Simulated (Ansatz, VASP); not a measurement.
## One calculation of Al, two programs

```
Al
1.0
     0.00000    2.01626    2.01626
     2.01626    0.00000    2.01626
     2.01626    2.01626    0.00000
Al
1
Direct
  0.00000 0.00000 0.00000
```

Alike in both runs: task single point; functional PBEsol; k mesh 18 × 18 × 18; occupations gaussian, width 0.05 eV; no spin polarisation.

|  | VASP | Ansatz |
| --- | --- | --- |
| version | VASP 6.6.1 | Ansatz 0.2.0 |
| potentials or method | VASP PAW PBE potentials, release 64 (Al), cutoff 500 eV | scalar-relativistic, plane waves, PAW |
| valence electrons in the cell | 3 | 3 |

Ansatz gave:

* pressure (GPa): -1.0

Task: Which values does VASP return?

Result: Pressure (GPa): -0.9.

VASP's potentials were made for PBE, not for PBEsol.
